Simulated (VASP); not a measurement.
Runs of VASP 6.6.1 on ScNb. The structure is that of space group P-6m2 (No. 187), or close to it. The cells are those of the table. 

```csv
task,level,cell,cutoff (eV),gap on the mesh (eV),pressure (GPa)
relaxation of cell and atoms,PBEsol+D4,"relaxed from a = 3.066, b = 3.066, c = 5.072 Å, angles 90.0, 90.0, 120.0°, 2 atoms",600,none,0.0
single point,PBEsol,"a = 3.027, b = 3.027, c = 4.996 Å, angles 90.0, 90.0, 120.0°, 2 atoms",520,none,0.0
single point,PBE,"a = 3.086, b = 3.086, c = 5.106 Å, angles 90.0, 90.0, 120.0°, 2 atoms",520,none,-2.1
single point,PBE,"a = 3.024, b = 3.024, c = 5.004 Å, angles 90.0, 90.0, 120.0°, 2 atoms",520,none,(b)
single point,PBEsol+D3(BJ),"a = 2.980, b = 2.980, c = 4.926 Å, angles 90.0, 90.0, 120.0°, 2 atoms",520,none,-0.1
single point,PBEsol+D4,"a = 3.013, b = 3.013, c = 4.975 Å, angles 90.0, 90.0, 120.0°, 2 atoms",520,none,0.0
single point,PBE,"a = 3.003, b = 3.003, c = 4.969 Å, angles 90.0, 90.0, 120.0°, 2 atoms",520,none,(c)
single point,PBEsol+D3(BJ),"a = 3.066, b = 3.066, c = 5.072 Å, angles 90.0, 90.0, 120.0°, 2 atoms",520,none,(a)
single point,PBE,"a = 3.126, b = 3.126, c = 5.172 Å, angles 90.0, 90.0, 120.0°, 2 atoms",520,none,-5.5
single point,PBEsol+D3(BJ),"a = 2.990, b = 2.990, c = 4.940 Å, angles 90.0, 90.0, 120.0°, 2 atoms",520,none,-1.1
single point,PBE,"a = 3.066, b = 3.066, c = 5.072 Å, angles 90.0, 90.0, 120.0°, 2 atoms",520,none,-0.2
single point,PBE,"a = 3.106, b = 3.106, c = 5.139 Å, angles 90.0, 90.0, 120.0°, 2 atoms",520,none,-3.9
```

Alike in all rows: potentials or basis VASP PAW PBE potentials, release 64 (Nb_sv, Sc_sv); no spin polarisation; k mesh 10 × 10 × 5; smearing fermi-dirac 0.05 eV.

Q: Fill in the values left out.

A: (a) -8.6; (b) 4.2; (c) 6.7.

Caveats: the PAW data sets were made with another functional, which shifts forces and pressure a little (at least some runs); the cell stands under tension (at least some runs); the cell stands under pressure (at least some runs); three body term missing (at least some runs).

A k mesh can miss the band edges, and the runs leave out spin-orbit coupling on Nb.

A gap of «none» marks levels without a gap at the run's occupations.
